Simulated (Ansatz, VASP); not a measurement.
# PbO: VASP beside Ansatz

```
CELL_PARAMETERS angstrom
3.89491 0.00000 0.00000
0.00000 3.89491 0.00000
0.00000 0.00000 5.02200
ATOMIC_POSITIONS crystal
Pb 0.00000 0.50000 0.23510
Pb 0.50000 0.00000 0.76490
O 0.00000 0.00000 0.00000
O 0.50000 0.50000 0.00000
```

Change from the starting cell: equal xx and yy strain of -2 %.

Alike in both runs: task single point; functional LDA; k mesh 7 × 7 × 6; occupations fermi-dirac, width 0.03 eV; no spin polarisation.

|  | VASP | Ansatz |
| --- | --- | --- |
| version | VASP 6.6.1 | Ansatz 0.2.0 |
| potentials or method | VASP PAW LDA potentials, release 64 (Pb_d, O), cutoff 520 eV | all-electron LAPW, scalar-relativistic |

```tsv
	VASP	Ansatz	Ansatz less VASP
gap on the k mesh at the Fermi level (eV)	1.33	1.35	+0.021
pressure (GPa)	2.3	2.1	-0.23
traceless stress, the component that is largest in VASP (GPa)	-0.79	-0.80	-0.007
rms of the force components (eV/Å)	0.167	0.136	-0.0308
```

LDA's correlation is that of Perdew and Zunger in VASP and of Perdew and Wang (1992) in Ansatz. Atom by atom the forces differ by 0.031 eV/Å (rms over components). Ansatz ran all-electron here, and VASP with PAW potentials.

Neither program's run includes spin-orbit coupling.
